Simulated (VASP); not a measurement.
Here is a VASP 6.6.1 calculation.

INCAR

```
  ALGO = Normal
  EDIFF = 1E-7
  ENCUT = 520
  GGA = PE
  ISIF = 2
  ISMEAR = 0
  LASPH = True
  LCHARG = False
  LREAL = False
  LWAVE = False
  NBANDS = 12
  NELM = 60
  PREC = Accurate
  SIGMA = 0.01
```

The input KPOINTS:

```
k-points
0
Gamma
  6 6 6
```

File POSCAR:

```
LiF
1.0
    0.0000000000      1.9749230202      2.0090937310
    1.9749230202      0.0000000000      2.0090937310
    1.9749230202      1.9749230202      0.0000000000
Li F
1 1
Direct
    0.0000000000      0.0000000000      0.0000000000
    0.5000000000      0.5000000000      0.5000000000
```

Potentials or basis: VASP PAW PBE potentials, release 64 (Li_sv, F).

The run is started by

```sh
$ cat potpaw_PBE.64/Li_sv/POTCAR potpaw_PBE.64/F/POTCAR > POTCAR
$ mpirun -np 1 vasp_std > vasp.out
```

Task: Estimate the band gap on the k mesh.

Result: 9.44 eV, direct.

Caveat: the k points lie up to 0.46 Å⁻¹ apart; the cell differs from its parent crystal (epitaxial xy strain -1.0%).
